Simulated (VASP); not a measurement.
# SiC (Pm-3m) in VASP: notebook

Runs on SiC. Level: PBE. Tasks: single point, relaxation of cell and atoms.

All numbers are computed with VASP 6.6.1; they aren't measurements. Logs are shortened: lines on timing, memory, paths and dates and some standing lists are left out, and cuts for length are marked.

## 1. The cell of the first run

Symmetry: Pm-3m, No. 221, cubic system. Conventional cell: a = 2.638 Å, b = 2.638 Å, c = 2.638 Å, α = 90.00°, β = 90.00°, γ = 90.00°. Si (site symmetry m-3m) has 8 C at 2.28 Å and 6 Si at 2.64 Å within 3.0 Å. Within 3.0 Å of C (site symmetry m-3m) lie 8 Si at 2.28 Å and 6 C at 2.64 Å.

## 2. Single point, PBE, collinear spin, ferromagnetic start

INCAR

```
PREC = Accurate
ENCUT = 520
EDIFF = 1E-7
ISMEAR = 0
SIGMA = 0.1
LREAL = False
LASPH = True
NELM = 150
ALGO = Normal
ISIF = 2
LWAVE = False
LCHARG = False
ISPIN = 2
MAGMOM = 0 1
LORBIT = 11
GGA = PE
NBANDS = 15
```

KPOINTS

```
regular mesh
0
Gamma
  6 6 6
```

POSCAR

```
SiC
1.0
    2.6378440910      0.0000000000      0.0000000000
    0.0000000000      2.6378440910      0.0000000000
    0.0000000000      0.0000000000      2.6378440910
Si C
1 1
Direct
    0.5000000000      0.5000000000      0.5000000000
    0.0000000000      0.0000000000      0.0000000000
```

Potentials or basis: VASP PAW PBE potentials, release 64 (Si, C).

The run is started by

```sh
$ cat potpaw_PBE.64/Si/POTCAR potpaw_PBE.64/C/POTCAR > POTCAR
$ mpirun -np 1 vasp_std > vasp.out
```

OUTCAR:

```text
PREC = Accurate
   ENCUT = 520
   EDIFF = 1E-7
   ISMEAR = 0
   LREAL = False
   LASPH = True
   NELM = 150
   ISIF = 2
   ISPIN = 2
   LORBIT = 11
   GGA = PE

 ion  position               nearest neighbor table
   1  0.500  0.500  0.500-   2 2.28   2 2.28   2 2.28   2 2.28   2 2.28   2 2.28   2 2.28   2 2.28

   2  0.000  0.000  0.000-   1 2.28   1 2.28   1 2.28   1 2.28   1 2.28   1 2.28   1 2.28   1 2.28

  LATTYP: Found a simple cubic cell.
 ALAT       =     2.6378440910

  Lattice vectors:

 A1 = (   2.6378440910,   0.0000000000,   0.0000000000)
 A2 = (   0.0000000000,   2.6378440910,   0.0000000000)
 A3 = (   0.0000000000,   0.0000000000,   2.6378440910)

Analysis of symmetry for initial positions (statically):
=====================================================================
 Subroutine PRICEL returns:
 Original cell was already a primitive cell.

 Routine SETGRP: Setting up the symmetry group for a
 simple cubic supercell.

 Subroutine GETGRP returns: Found 48 space group operations
[... 9 lines left out ...]

 Routine SETGRP: Setting up the symmetry group for a
 simple cubic supercell.

 Subroutine GETGRP returns: Found 48 space group operations
 (whereof 48 operations were pure point group operations)
 out of a pool of 48 trial point group operations.

The dynamic configuration has the point symmetry O_h .

Analysis of structural, dynamic, and magnetic symmetry:
=====================================================================
 Subroutine PRICEL returns:
 Original cell was already a primitive cell.

 Routine SETGRP: Setting up the symmetry group for a
 simple cubic supercell.

 Subroutine GETGRP returns: Found 48 space group operations
 (whereof 48 operations were pure point group operations)
 out of a pool of 48 trial point group operations.

The overall configuration has the point symmetry O_h .

 Subroutine INISYM returns: Found 48 space group operations
[... 5 lines left out ...]
                                     Primitive cell

  volume of cell :      18.3547

  direct lattice vectors                    reciprocal lattice vectors
     2.637844091  0.000000000  0.000000000     0.379097462  0.000000000  0.000000000
     0.000000000  2.637844091  0.000000000     0.000000000  0.379097462  0.000000000
     0.000000000  0.000000000  2.637844091     0.000000000  0.000000000  0.379097462

  length of vectors
     2.637844091  2.637844091  2.637844091     0.379097462  0.379097462  0.379097462

  position of ions in fractional coordinates (direct lattice)
     0.500000000  0.500000000  0.500000000
     0.000000000  0.000000000  0.000000000

  ion indices of the primitive-cell ions
   primitive index   ion index
                 1           1
                 2           2

----------------------------------------------------------------------------------------

 KPOINTS: regular mesh

Automatic generation of k-mesh.
 Grid dimensions read from file:
 generate k-points for:    6    6    6

 Generating k-lattice:

  Cartesian coordinates                     Fractional coordinates (reciprocal lattice)
     0.063182910  0.000000000  0.000000000     0.166666667  0.000000000  0.000000000
     0.000000000  0.063182910  0.000000000     0.000000000  0.166666667  0.000000000
     0.000000000  0.000000000  0.063182910     0.000000000  0.000000000  0.166666667

  Length of vectors
     0.063182910  0.063182910  0.063182910

  Shift w.r.t. Gamma in fractional coordinates (k-lattice)
     0.000000000  0.000000000  0.000000000

 Subroutine IBZKPT returns following result:
 ===========================================

 Found     20 irreducible k-points:

 Following reciprocal coordinates:
            Coordinates               Weight
  0.000000  0.000000  0.000000      1.000000
  0.166667  0.000000  0.000000      6.000000
  0.333333  0.000000  0.000000      6.000000
  0.500000  0.000000  0.000000      3.000000
  0.166667  0.166667  0.000000     12.000000
  0.333333  0.166667  0.000000     24.000000
[... 12 lines left out ...]
  0.500000  0.500000  0.333333      6.000000
[... 48 lines left out ...]
      1      -6.3310      1.00000
      2      10.1163      1.00000
      3      10.1163      1.00000
      4      10.1163      1.00000
      5      12.7722      0.00000
      6      16.2036      0.00000
      7      16.2036      0.00000
      8      24.0093      0.00000
      9      24.0093      0.00000
     10      24.0093      0.00000
     11      31.4248      0.00000
     12      31.4248      0.00000
     13      31.4248      0.00000
     14      37.0802      0.00000
     15      37.0802      0.00000
[... 325 lines left out ...]
 k-point    20 :       0.5000    0.5000    0.5000
  band No.  band energies     occupation
      1       4.2052      1.00000
      2       6.8323      1.00000
      3       6.8323      1.00000
      4       6.8323      1.00000
      5       9.6875      1.00000
      6       9.6875      1.00000
      7       9.6875      1.00000
      8      11.9768      0.00000
      9      30.7994      0.00000
     10      30.7994      0.00000
     11      30.7994      0.00000
     12      39.9027      0.00000
     13      39.9027      0.00000
     14      49.5938      0.00000
     15      49.5938      0.00000
 Fermi energy:        11.1455589257

 spin component 2

 k-point     1 :       0.0000    0.0000    0.0000
  band No.  band energies     occupation
      1      -6.3311      1.00000
      2      10.1162      1.00000
      3      10.1162      1.00000
      4      10.1162      1.00000
      5      12.7722      0.00000
      6      16.2036      0.00000
      7      16.2036      0.00000
      8      24.0093      0.00000
      9      24.0093      0.00000
     10      24.0093      0.00000
     11      31.4248      0.00000
     12      31.4248      0.00000
     13      31.4248      0.00000
     14      37.0802      0.00000
     15      37.0802      0.00000
[... 325 lines left out ...]
 k-point    20 :       0.5000    0.5000    0.5000
  band No.  band energies     occupation
      1       4.2052      1.00000
      2       6.8322      1.00000
      3       6.8322      1.00000
      4       6.8322      1.00000
      5       9.6875      1.00000
      6       9.6875      1.00000
      7       9.6875      1.00000
      8      11.9768      0.00000
      9      30.7994      0.00000
     10      30.7994      0.00000
     11      30.7994      0.00000
     12      39.9026      0.00000
     13      39.9026      0.00000
     14      49.5937      0.00000
     15      49.5937      0.00000

------------------------ aborting loop because EDIFF is reached ----------------------------------------

  FORCE on cell =-STRESS in cart. coord.  units (eV):
  Direction    XX          YY          ZZ          XY          YZ          ZX
  --------------------------------------------------------------------------------------
  -------------------------------------------------------------------------------------
  Total       -0.0011968     -0.0011968     -0.0011968     -0.0000000      0.0000000      0.0000000
  in kB       -0.1044698     -0.1044698     -0.1044698     -0.0000000      0.0000000      0.0000000
  external PRESSURE =      -0.1044698 kB  Pullay stress =       0.0000000 kB

 VOLUME and BASIS-vectors are now :
 -----------------------------------------------------------------------------
  energy-cutoff  :      520.00
  volume of cell :       18.35
      direct lattice vectors                 reciprocal lattice vectors
     2.637844091  0.000000000  0.000000000     0.379097462  0.000000000  0.000000000
     0.000000000  2.637844091  0.000000000     0.000000000  0.379097462  0.000000000
     0.000000000  0.000000000  2.637844091     0.000000000  0.000000000  0.379097462

 POSITION                                       TOTAL-FORCE (eV/Angst)
 -----------------------------------------------------------------------------------
      1.31892      1.31892      1.31892         0.000000      0.000000      0.000000
      0.00000      0.00000      0.00000         0.000000      0.000000      0.000000
 -----------------------------------------------------------------------------------
    total drift:                                0.000000      0.000000     -0.000000

  FREE ENERGIE OF THE ION-ELECTRON SYSTEM (eV)
  ---------------------------------------------------
  free  energy   TOTEN  =       -10.9508146424 eV

  energy  without entropy=      -10.9472945636  energy(sigma->0) =      -10.94905460

 total charge

# of ion       s       p       d       tot
------------------------------------------
    1        0.764   0.716   0.000   1.480
    2        0.952   1.299   0.000   2.251
--------------------------------------------------
tot          1.716   2.015   0.000   3.731

 magnetization (x)

# of ion       s       p       d       tot
------------------------------------------
    1        0.000   0.000   0.000   0.000
    2       -0.000  -0.000   0.000  -0.000
--------------------------------------------------
tot         -0.000  -0.000   0.000  -0.000
```

Wall time 5.9 s (1 thread of Intel Xeon 6975P-C (Granite Rapids), shared host); peak memory 0.12 GiB.

Results:

```
Free energy                                           : -10.9508 eV
Pressure                                              : 0.0 GPa
Band gap on the k mesh                                : zero (filled and empty bands overlap)
Net moment                                            : 0.00 μB per cell
Valence electrons inside the program's atomic spheres : Si 1.48; C 2.25
```

Caveat: the k points lie up to 0.40 Å⁻¹ apart.

## 3. Relaxation of cell and atoms, PBE

This run uses another cell than the first one, of 10.82 Å³/atom, 1.179 times its volume.

INCAR

```
SYSTEM = SiC
PREC = Accurate ; ENCUT = 600
EDIFF = 1E-7 ; ISMEAR = 0
SIGMA = 0.1 ; LREAL = .FALSE.
LASPH = .TRUE. ; NELM = 80
ALGO = Normal ; ISIF = 3
LWAVE = .FALSE. ; LCHARG = .FALSE.
GGA = PE ; IBRION = 2
NSW = 90 ; EDIFFG = -0.04
```

KPOINTS

```
regular mesh
0
G
  6 6 6
  0 0 0
```

POSCAR

```
SiC
1.0
    2.7864180400      0.0000000000      0.0000000000
    0.0000000000      2.7864180400      0.0000000000
    0.0000000000      0.0000000000      2.7864180400
Si C
1 1
Direct
    0.5000000000      0.5000000000      0.5000000000
    0.0000000000      0.0000000000      0.0000000000
```

Potentials or basis: VASP PAW PBE potentials, release 64 (Si, C).

The run is started by

```sh
$ cat potpaw_PBE.64/Si/POTCAR potpaw_PBE.64/C/POTCAR > POTCAR
$ mpirun -np 1 vasp_std > vasp.out
```

Wall time 5 s (1 thread of Intel Xeon 6975P-C (Granite Rapids), shared host); peak memory 0.13 GiB.

It converged, with:

- Free energy: -10.9540 eV
- Relaxed volume: 9.16 Å³/atom
- Relaxed cell: a = 2.636 Å, b = 2.636 Å, c = 2.636 Å, α = 90.00°, β = 90.00°, γ = 90.00°
- Space group after relaxing (to 0.05 Å): Pm-3m (No. 221)
- Energy gained by relaxing: 121.8 meV/atom
- Ionic steps: 3
- Pressure after relaxing: 0.2 GPa
- Band gap on the k mesh: zero (band 4 reaches 12.47 eV, above the bottom of band 5 at 8.81 eV)

Step by step:
```tsv
step	energy change (eV)	largest force (eV/Å)	pressure (GPa)	volume (Å³)
1	0.0000	0.0000	-19.59	21.63
2	-0.2321	0.0000	6.42	17.75
3	-0.2435	0.0000	0.23	18.32
```

Final structure:
```
Si C
1.0
     2.63612    0.00000    0.00000
     0.00000    2.63612    0.00000
     0.00000    0.00000    2.63612
Si C
1 1
Direct
  0.50000 0.50000 0.50000
  0.00000 0.00000 0.00000
```

Levels at points of the mesh, in eV from the Fermi level:
| k point | band 1 | band 2 | band 3 | band 4 | band 5 | band 6 | band 7 | band 8 |
| --- | --- | --- | --- | --- | --- | --- | --- | --- |
| (0.00, 0.00, 0.00) | -17.50 | -1.03 | -1.03 | -1.03 | 1.65 | 5.05 | 5.05 | 12.89 |
| (0.50, 0.00, 0.00) | -13.40 | -11.85 | 0.98 | 0.98 | 5.16 | 6.51 | 7.68 | 7.68 |
| (0.50, 0.50, 0.00) | -9.86 | -7.89 | -7.89 | -5.39 | 2.50 | 8.89 | 8.89 | 11.17 |
| (0.50, 0.50, 0.50) | -6.94 | -4.32 | -4.32 | -4.32 | -1.46 | -1.46 | -1.46 | 0.85 |

Caveat: the k points lie up to 0.40 Å⁻¹ apart in the final cell; the volume moved by over 15 % at a fixed basis, so the end points are rough.

## 4. Single point, PBE, collinear spin, ferromagnetic start

This run uses another cell than the first one, of 10.82 Å³/atom, 1.179 times its volume.

INCAR

```
PREC = Accurate ; ENCUT = 520
EDIFF = 1E-6 ; ISMEAR = 0
SIGMA = 0.1 ; LREAL = F
LASPH = T ; NELM = 150
ALGO = Normal ; ISIF = 2
LWAVE = F ; LCHARG = F
ISPIN = 2 ; MAGMOM = 0 1
LORBIT = 11 ; GGA = PE
NBANDS = 15
```

KPOINTS

```
Automatic mesh
0
Gamma
  6 6 6
```

POSCAR is that of step 3.

The run is started by

```sh
$ cat potpaw_PBE.64/Si/POTCAR potpaw_PBE.64/C/POTCAR > POTCAR
$ mpirun -np 1 vasp_std > vasp.out
```

Wall time 5.7 s (1 thread of Intel Xeon 6975P-C (Granite Rapids), shared host); peak memory 0.14 GiB.

It converged, with:

```yaml
Free_energy: -10.7102 eV
Pressure: -19.5 GPa
Band_gap_on_the_k_mesh: zero (filled and empty bands overlap)
Net_moment: 0.00 μB per cell
Valence_electrons_inside_the_program's_atomic_spheres: Si 1.42; C 2.16
```

Levels at points of the mesh, in eV from the Fermi level:
Spin up:
| k point | band 1 | band 2 | band 3 | band 4 | band 5 | band 6 | band 7 | band 8 | band 9 |
| --- | --- | --- | --- | --- | --- | --- | --- | --- | --- |
| (0.00, 0.00, 0.00) | -15.75 | -0.85 | -0.85 | -0.85 | -0.18 | 5.36 | 5.36 | 10.74 | 10.74 |
| (0.50, 0.00, 0.00) | -12.16 | -10.61 | 0.95 | 0.95 | 3.71 | 4.94 | 6.61 | 6.61 | 8.31 |
| (0.50, 0.50, 0.00) | -9.33 | -6.72 | -6.72 | -5.36 | 2.15 | 7.57 | 7.57 | 9.29 | 11.77 |
| (0.50, 0.50, 0.50) | -7.17 | -3.44 | -3.44 | -3.44 | -1.17 | -1.17 | -1.17 | -0.64 | 17.40 |
Spin down:
```csv
k point,band 2,band 3,band 4,band 5,band 6,band 7
"(0.00, 0.00, 0.00)",-0.85,-0.85,-0.85,-0.18,5.36,5.36
"(0.50, 0.00, 0.00)",-10.61,0.95,0.95,3.71,4.94,6.61
"(0.50, 0.50, 0.00)",-6.72,-6.72,-5.36,2.15,7.57,7.57
"(0.50, 0.50, 0.50)",-3.44,-3.44,-3.44,-1.17,-1.17,-1.17
```

Caveat: the k points lie up to 0.38 Å⁻¹ apart.

## 5. Single point, PBE

This run uses another cell than the first one, of 9.22 Å³/atom, 1.004 times its volume.

INCAR

```
SYSTEM = SiC
PREC = Accurate
ENCUT = 520
EDIFF = 1E-6
ISMEAR = 0
SIGMA = 0.1
LREAL = .False.
LASPH = .True.
NELM = 60
ALGO = Normal
ISIF = 2
LWAVE = .False.
LCHARG = .False.
GGA = PE
NBANDS = 11
```

KPOINTS

```
Automatic mesh
0
Gamma
  20 20 20
  0 0 0
```

POSCAR

```
SiC
1.0
    2.6415596723      0.0000000000      0.0000000000
    0.0000000000      2.6415596723      0.0000000000
    0.0000000000      0.0000000000      2.6415596723
Si C
1 1
Direct
    0.5000000000      0.5000000000      0.5000000000
    0.0000000000      0.0000000000      0.0000000000
```

The run is started by

```sh
$ cat potpaw_PBE.64/Si/POTCAR potpaw_PBE.64/C/POTCAR > POTCAR
$ mpirun -np 1 vasp_std > vasp.out
```

Wall time 15 s (1 thread of Intel Xeon 6975P-C (Granite Rapids), shared host); peak memory 0.16 GiB.

Results (log left out):

```
Free energy            : -10.9115 eV
Pressure               : 0.1 GPa
Band gap on the k mesh : zero (band 4 reaches 12.40 eV, above the bottom of band 5 at 8.41 eV)
```

Levels at points of the mesh, in eV from the Fermi level:
| k point | band 2 | band 3 | band 4 | band 5 | band 6 | band 7 |
| --- | --- | --- | --- | --- | --- | --- |
| (0.00, 0.00, 0.00) | -1.11 | -1.11 | -1.11 | 1.49 | 4.97 | 4.97 |
| (0.50, 0.00, 0.00) | -11.89 | 0.89 | 0.89 | 5.01 | 6.36 | 7.54 |
| (0.50, 0.50, 0.00) | -7.94 | -7.94 | -5.49 | 2.41 | 8.76 | 8.76 |
| (0.50, 0.50, 0.50) | -4.37 | -4.37 | -4.37 | -1.55 | -1.55 | -1.55 |

## 6. Relaxation of cell and atoms, PBE

INCAR

```
ALGO = Normal ; EDIFF = 1E-7
EDIFFG = -0.01 ; ENCUT = 600
GGA = PE ; IBRION = 2
ISIF = 3 ; ISMEAR = 0
LASPH = T ; LCHARG = F
LREAL = F ; LWAVE = F
NELM = 100 ; NSW = 100
PREC = Accurate ; SIGMA = 0.1
```

KPOINTS

```
k-points
0
Gamma
  20 20 20
```

POSCAR

```
SiC
1.0
    2.6378440910      0.0000000000      0.0000000000
    0.0000000000      2.6378440910      0.0000000000
    0.0000000000      0.0000000000      2.6378440910
Si C
1 1
Direct
    0.5000000000      0.5000000000      0.5000000000
    0.0000000000      0.0000000000      0.0000000000
```

Potentials or basis: VASP PAW PBE potentials, release 64 (Si, C).

The run is started by

```sh
$ cat potpaw_PBE.64/Si/POTCAR potpaw_PBE.64/C/POTCAR > POTCAR
$ mpirun -np 1 vasp_std > vasp.out
```

Run time: 27 s. Hardware: 1 thread of Intel Xeon 6975P-C (Granite Rapids), shared host; peak memory 0.17 GiB.

It converged, with:

| Property | Result |
| --- | --- |
| Free energy | -10.9119 eV |
| Relaxed volume | 9.22 Å³/atom |
| Relaxed cell | a = 2.642 Å, b = 2.642 Å, c = 2.642 Å, α = 90.00°, β = 90.00°, γ = 90.00° |
| Space group after relaxing (to 0.05 Å) | Pm-3m (No. 221) |
| Energy gained by relaxing | 0.1 meV/atom |
| Ionic steps | 3 |
| Pressure after relaxing | 0.0 GPa |
| Band gap on the k mesh | zero (band 4 reaches 12.40 eV, above the bottom of band 5 at 8.41 eV) |

The path:
| step | energy change (eV) | largest force (eV/Å) | pressure (GPa) | volume (Å³) |
| --- | --- | --- | --- | --- |
| 1 | 0.0000 | 0.0000 | 0.76 | 18.35 |
| 2 | -0.0002 | 0.0000 | -0.28 | 18.47 |
| 3 | -0.0002 | 0.0000 | 0.00 | 18.44 |

Final structure:
```
Si C
1.0
     2.64184    0.00000    0.00000
     0.00000    2.64184    0.00000
     0.00000    0.00000    2.64184
Si C
1 1
Cartesian
  1.3209 1.3209 1.3209
  0.0000 0.0000 0.0000
```

Levels at points of the mesh, in eV from the Fermi level:
| k point | band 2 | band 3 | band 4 | band 5 | band 6 | band 7 |
| --- | --- | --- | --- | --- | --- | --- |
| (0.00, 0.00, 0.00) | -1.11 | -1.11 | -1.11 | 1.49 | 4.97 | 4.97 |
| (0.50, 0.00, 0.00) | -11.89 | 0.89 | 0.89 | 5.01 | 6.36 | 7.54 |
| (0.50, 0.50, 0.00) | -7.93 | -7.93 | -5.49 | 2.41 | 8.75 | 8.75 |
| (0.50, 0.50, 0.50) | -4.37 | -4.37 | -4.37 | -1.55 | -1.55 | -1.55 |

## 7. Overview

```csv
task,spin,cell,k mesh,cutoff (eV),gap on the mesh (eV),pressure (GPa),moment (μB),relaxed volume (Å³/atom)
single point,"collinear, ferromagnetic start","a = 2.638 Å, 2 atoms",6 × 6 × 6,520,none,0.0,0.00,-
relaxation of cell and atoms,off,"relaxed from a = 2.786 Å, 2 atoms",6 × 6 × 6,600,none,0.2,-,9.16
single point,"collinear, ferromagnetic start","a = 2.786 Å, 2 atoms",6 × 6 × 6,520,none,-19.5,0.00,-
single point,off,"a = 2.642 Å, 2 atoms",20 × 20 × 20,520,none,0.1,-,-
relaxation of cell and atoms,off,"relaxed from a = 2.638 Å, 2 atoms",20 × 20 × 20,600,none,0.0,-,9.22
```

Alike in all rows: level PBE; potentials or basis VASP PAW PBE potentials, release 64 (Si, C); smearing gaussian 0.1 eV.

Caveats: some runs use coarse meshes; the volume moved by over 15 % at a fixed basis, so the end points are rough (some runs).

Total energies depend on the potentials used, so only differences within one code and one set of settings carry meaning.
